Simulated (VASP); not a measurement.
# Al (I4/mmm) in VASP: a series of runs

Runs on Al. Level: PBE+D3(BJ). Tasks: single point.

Everything below comes from runs of VASP 6.6.1. Logs are shortened: lines on timing, memory, paths and dates and some standing lists are left out, and cuts for length are marked.

## 1. The cell of the first run

Symmetry: I4/mmm, No. 139, tetragonal system. Conventional cell: a = 2.862 Å, b = 2.862 Å, c = 3.927 Å, α = 90.00°, β = 90.00°, γ = 90.00°. Within 3.7 Å of Al (site symmetry 4/mmm) lie 12 Al at 2.82 to 2.86 Å.

## 2. Single point, PBE+D3(BJ) (strain -0.0300 x Voigt [0, 0, 1, 0, 0, 0])

Input file INCAR:

```
SYSTEM = Al
PREC = Accurate
ENCUT = 520
EDIFF = 1E-6
ISMEAR = 0
SIGMA = 0.15
LREAL = .FALSE.
LASPH = .TRUE.
NELM = 60
ALGO = Normal
ISIF = 2
LWAVE = .FALSE.
LCHARG = .FALSE.
GGA = PE
IVDW = 12
NBANDS = 8
```

Input file KPOINTS:

```
regular mesh
0
G
  20 20 20
  0 0 0
```

Input file POSCAR:

```
Al
1.0
    0.0000000000      2.0239800000      1.9632606000
    2.0239800000      0.0000000000      1.9632606000
    2.0239800000      2.0239800000      0.0000000000
Al
1
Direct
    0.0000000000      0.0000000000      0.0000000000
```

Potentials or basis: VASP PAW PBE potentials, release 64 (Al).

Command:

```console
> cat potpaw_PBE.64/Al/POTCAR > POTCAR
> mpirun -np 1 vasp_std > vasp.out
```

OUTCAR:

```text
SYSTEM = Al
   PREC = Accurate
   ENCUT = 520
   EDIFF = 1E-6
   ISMEAR = 0
   LREAL = .FALSE.
   LASPH = .TRUE.
   NELM = 60
   ISIF = 2
   GGA = PE
   IVDW = 12
 IVDW          = 12

 ion  position               nearest neighbor table
   1  0.000  0.000  0.000-

  LATTYP: Found a body centered tetragonal cell.
 ALAT       =     2.8623399660
 C/A-ratio  =     1.3717871555

  Lattice vectors:

 A1 = (   0.0000000000,  -2.0239800000,  -1.9632606000)
 A2 = (   0.0000000000,   2.0239800000,  -1.9632606000)
 A3 = (   2.0239800000,   0.0000000000,   1.9632606000)

Analysis of symmetry for initial positions (statically):
=====================================================================
 Subroutine PRICEL returns:
 Original cell was already a primitive cell.

 Routine SETGRP: Setting up the symmetry group for a
 body centered tetragonal supercell.

 Subroutine GETGRP returns: Found 16 space group operations
 (whereof 16 operations were pure point group operations)
 out of a pool of 16 trial point group operations.

The static configuration has the point symmetry D_4h.

Analysis of symmetry for dynamics (positions and initial velocities):
=====================================================================
 Subroutine PRICEL returns:
 Original cell was already a primitive cell.

 Routine SETGRP: Setting up the symmetry group for a
 body centered tetragonal supercell.

 Subroutine GETGRP returns: Found 16 space group operations
 (whereof 16 operations were pure point group operations)
 out of a pool of 16 trial point group operations.

The dynamic configuration has the point symmetry D_4h.

 Subroutine INISYM returns: Found 16 space group operations
 (whereof 16 operations are pure point group operations),
 and found     1 'primitive' translations

----------------------------------------------------------------------------------------

                                     Primitive cell

  volume of cell :      16.0850

  direct lattice vectors                    reciprocal lattice vectors
     0.000000000  2.023980000  1.963260600    -0.247038014  0.247038014  0.254678365
     2.023980000  0.000000000  1.963260600     0.247038014 -0.247038014  0.254678365
     2.023980000  2.023980000  0.000000000     0.247038014  0.247038014 -0.254678365

  length of vectors
     2.819731765  2.819731765  2.862339966     0.432338560  0.432338560  0.432338560

  position of ions in fractional coordinates (direct lattice)
     0.000000000  0.000000000  0.000000000

  ion indices of the primitive-cell ions
   primitive index   ion index
                 1           1

----------------------------------------------------------------------------------------

 KPOINTS: regular mesh

Automatic generation of k-mesh.
 Grid dimensions read from file:
 generate k-points for:   20   20   20

 Generating k-lattice:

  Cartesian coordinates                     Fractional coordinates (reciprocal lattice)
    -0.012351901  0.012351901  0.012733918     0.050000000  0.000000000  0.000000000
     0.012351901 -0.012351901  0.012733918     0.000000000  0.050000000  0.000000000
     0.012351901  0.012351901 -0.012733918    -0.000000000 -0.000000000  0.050000000

  Length of vectors
     0.021616928  0.021616928  0.021616928

  Shift w.r.t. Gamma in fractional coordinates (k-lattice)
     0.000000000  0.000000000  0.000000000

 Subroutine IBZKPT returns following result:
 ===========================================

 Found    641 irreducible k-points:

 Following reciprocal coordinates:
            Coordinates               Weight
  0.000000  0.000000  0.000000      1.000000
  0.050000  0.000000  0.000000      8.000000
  0.100000 -0.000000  0.000000      8.000000
  0.150000  0.000000  0.000000      8.000000
  0.200000 -0.000000  0.000000      8.000000
  0.250000  0.000000  0.000000      8.000000
[... 16 lines left out ...]
 -0.400000  0.050000  0.000000      8.000000
 -0.350000  0.050000  0.000000      8.000000
 [... further k-points ...]
   k-points           NKPTS =    641   k-points in BZ     NKDIM =    641   number of bands    NBANDS=      8
   number of dos      NEDOS =    301   number of ions     NIONS =      1
   total plane-waves  NPLWV =  13824
   dimension x,y,z NGX =    24 NGY =   24 NGZ =   24
   dimension x,y,z NGXF=    48 NGYF=   48 NGZF=   48
   ions per type =               1
   NGX,Y,Z   is equivalent  to a cutoff of  14.15, 14.15, 13.94 a.u.
   NGXF,Y,Z  is equivalent  to a cutoff of  28.30, 28.30, 27.88 a.u.
 SYSTEM =  Al
   PREC   = accura    normal or accurate (medium, high low for compatibility)
   ISTART =      0    job   : 0-new  1-cont  2-samecut
   ICHARG =      2    charge: 1-file 2-atom 10-const
   ISPIN  =      1    spin polarized calculation?
   LNONCOLLINEAR =      F non collinear calculations
   LSORBIT =      F    spin-orbit coupling
   LASPH  =      T    aspherical Exc in radial PAW
   ENCUT  =  520.0 eV  38.22 Ry    6.18 a.u.   5.24  5.24  5.32*2*pi/ulx,y,z
   NELM   =     60;   NELMIN=  2; NELMDL= -5     # of ELM steps
   EDIFF  = 0.1E-05   stopping-criterion for ELM
   LREAL  =      F    real-space projection
   EDIFFG = 0.1E-04   stopping-criterion for IOM
   NSW    =      0    number of steps for IOM
   IBRION =     -1    ionic relax: 0-MD 1-quasi-New 2-CG
   NFREE  =      0    steps in history (QN), initial steepest desc. (CG)
   ISIF   =      2    stress and relaxation
   ISYM   =      2    0-nonsym 1-usesym 2-fastsym
   POTIM  = 0.5000    time-step for ionic-motion
   TEBEG  =    0.0;   TEEND  =   0.0 temperature during run
   PSTRESS=    0.0 pullay stress
   NELECT =       3.0000    total number of electrons
   NUPDOWN=      -1.0000    fix difference up-down
   EMIN   =  10.00;   EMAX   =-10.00  energy-range for DOS
   EFERMI =   0.00;   METHOD = LEGACY
   ISMEAR =     0;   SIGMA  =   0.15  broadening in eV -4-tet -1-fermi 0-gaus
   EFERMI_NEDOS =   21; number of points for ismear=-14 and -15
   IALGO  =     38    algorithm
   IMIX   =      4    mixing-type and parameters
     AMIX     =   0.40;   BMIX     =  1.00
     AMIX_MAG =   1.60;   BMIX_MAG =  1.00
  volume/ion in A,a.u.               =      16.08       108.55
  Fermi-wavevector in a.u.,A,eV,Ry     =   0.935352  1.767559 11.903513  0.874884
  Thomas-Fermi vector in A             =   2.062251
   LORBIT       =      0    0 simple, 1 ext, 2 COOP (PROOUT), +10 PAW based schemes
   GGA     = PE    functional components
   LHFCALC =     F    Hartree Fock is set to
   AEXX    =    0.0000 exact exchange contribution
   IVDW    =    12    specifies the selected vdW correction
   LEPSILON=     F    determine dielectric tensor
   LRPA    =     F    only Hartree local field effects (RPA)
 non-spin polarized calculation
 Gauss-broadening in eV      SIGMA  =   0.15
  energy-cutoff  :      520.00
  volume of cell :       16.08
 maximum number of plane-waves:       444
 NGX is ok and might be reduce to    24
   NGX = 11   NGY = 11   NGZ = 11

 number of electron       3.0000000 magnetization

 Free energy of the ion-electron system (eV)
  ---------------------------------------------------
  ext. energy  EPLUGINS =         0.00000000
  ---------------------------------------------------
  free energy    TOTEN  =        -3.74452661 eV

  energy without entropy =       -3.74025332  energy(sigma->0) =       -3.74238996

 E-fermi :   8.2932     XC(G=0): -10.2893

 val. band max:        8.2902724577   @ k =  -0.3000   0.4000   0.3000
 cond. band min:       8.2980680247   @ k =  -0.3500   0.1000   0.4000
 fundamental gap:      0.0077955670
 Fermi energy:         8.2932080856

 k-point     1 :       0.0000    0.0000    0.0000
  band No.  band energies     occupation
      1      -3.0433      2.00000
      2      20.9314      0.00000
      3      20.9314      0.00000
      4      21.2625      0.00000
      5      22.6555      0.00000
      6      22.7572      0.00000
      7      22.7572      0.00000
      8      24.9345      0.00000

 k-point     2 :       0.0500    0.0000    0.0000
  band No.  band energies     occupation
      1      -2.9741      2.00000
      2      19.7355      0.00000
      3      20.6844      0.00000
      4      20.9229      0.00000
      5      23.0238      0.00000
      6      23.1096      0.00000
      7      23.2381      0.00000
      8      25.6808      0.00000

 k-point     3 :       0.1000   -0.0000    0.0000
  band No.  band energies     occupation
      1      -2.7669      2.00000
      2      17.7396      0.00000
      3      20.2224      0.00000
      4      20.4832      0.00000
      5      23.3145      0.00000
      6      23.7921      0.00000
      7      23.8583      0.00000
      8      26.1001      0.00000

 k-point     4 :       0.1500    0.0000    0.0000
  band No.  band energies     occupation
      1      -2.4221      2.00000
      2      15.6902      0.00000
      3      19.7788      0.00000
      4      20.0845      0.00000
      5      23.1811      0.00000
      6      24.3783      0.00000
      7      24.6187      0.00000
      8      25.5483      0.00000

 k-point     5 :       0.2000   -0.0000    0.0000
  band No.  band energies     occupation
      1      -1.9409      2.00000
      2      13.6881      0.00000
      3      19.4174      0.00000
      4      19.7748      0.00000
      5      23.0125      0.00000
      6      23.6885      0.00000
      7      24.5490      0.00000
      8      26.1959      0.00000
[... 177 lines left out ...]
 k-point    22 :      -0.4500    0.0500    0.0000
  band No.  band energies     occupation
      1       2.8775      2.00000
      2       4.7325      2.00000
      3      18.6768      0.00000
      4      18.7955      0.00000
      5      20.4518      0.00000
      6      20.4680      0.00000
      7      23.7853      0.00000
      8      25.3695      0.00000

 k-point    23 :      -0.4000    0.0500    0.0000
  band No.  band energies     occupation
      1       1.7093      2.00000
      2       6.1890      2.00000
      3      18.3678      0.00000
      4      19.3004      0.00000
      5      20.2244      0.00000
      6      20.9965      0.00000
      7      23.4933      0.00000
      8      25.9912      0.00000

 k-point    24 :      -0.3500    0.0500    0.0000
  band No.  band energies     occupation
      1       0.6620      2.00000
      2       7.7651      2.00000
      3      18.1749      0.00000
      4      19.9188      0.00000
      5      20.1135      0.00000
      6      21.6374      0.00000
      7      23.3225      0.00000
      8      26.7062      0.00000

 [... further k-points ...]

------------------------ aborting loop because EDIFF is reached ----------------------------------------

 Edisp (eV)   -0.34535

 E8    (eV) :    -0.1545

  FORCE on cell =-STRESS in cart. coord.  units (eV):
  Direction    XX          YY          ZZ          XY          YZ          ZX
  --------------------------------------------------------------------------------------
  -------------------------------------------------------------------------------------
  Total      -0.18868    -0.18868    -0.07399     0.00000    -0.00000    -0.00000
  in kB     -18.79391   -18.79391    -7.36983     0.00000    -0.00000    -0.00000
  external pressure =      -14.99 kB  Pullay stress =        0.00 kB

 VOLUME and BASIS-vectors are now :
 -----------------------------------------------------------------------------
  energy-cutoff  :      520.00
  volume of cell :       16.08
      direct lattice vectors                 reciprocal lattice vectors
     0.000000000  2.023980000  1.963260600    -0.247038014  0.247038014  0.254678365
     2.023980000  0.000000000  1.963260600     0.247038014 -0.247038014  0.254678365
     2.023980000  2.023980000  0.000000000     0.247038014  0.247038014 -0.254678365

 POSITION                                       TOTAL-FORCE (eV/Angst)
 -----------------------------------------------------------------------------------
      0.00000      0.00000      0.00000        -0.000000      0.000000     -0.000000
 -----------------------------------------------------------------------------------
    total drift:                                0.000000      0.000000      0.000000

  FREE ENERGIE OF THE ION-ELECTRON SYSTEM (eV)
  ---------------------------------------------------
  free  energy   TOTEN  =        -4.0898724147 eV

  energy  without entropy=       -4.0855991253  energy(sigma->0) =       -4.08773577
```

Run time: 55 s. Hardware: 1 thread of Intel Xeon 6975P-C, shared host; peak memory 0.19 GiB.

What came out:

```
Free energy                : -4.0899 eV
Pressure                   : -1.5 GPa
Dispersion energy per atom : -0.345 eV
```

Stress tensor (GPa, compression positive):
```
-1.88  0.00  0.00
 0.00 -1.88  0.00
 0.00  0.00 -0.74
```

Levels at points of the mesh, in eV from the Fermi level:
```
           k point  band 1  band 2  band 3  band 4  band 5  band 6
(0.00, 0.00, 0.00)  -11.34   12.64   12.64   12.97   14.36   14.46
(0.50, 0.00, 0.00)   -4.72   -4.44   11.21   11.28   11.87   11.97
(0.50, 0.50, 0.00)   -2.70   -1.21    5.00    5.31    5.31    8.91
(0.50, 0.00, 0.50)   -3.16   -1.84    5.37    5.79    5.99    9.48
```

Caveat: the cell differs from its parent crystal (strain -0.0300 x Voigt [0, 0, 1, 0, 0, 0]); pairwise dispersion overbinds metals, which lowers pressure and volume.

(Part 1 of 3 ends here.)
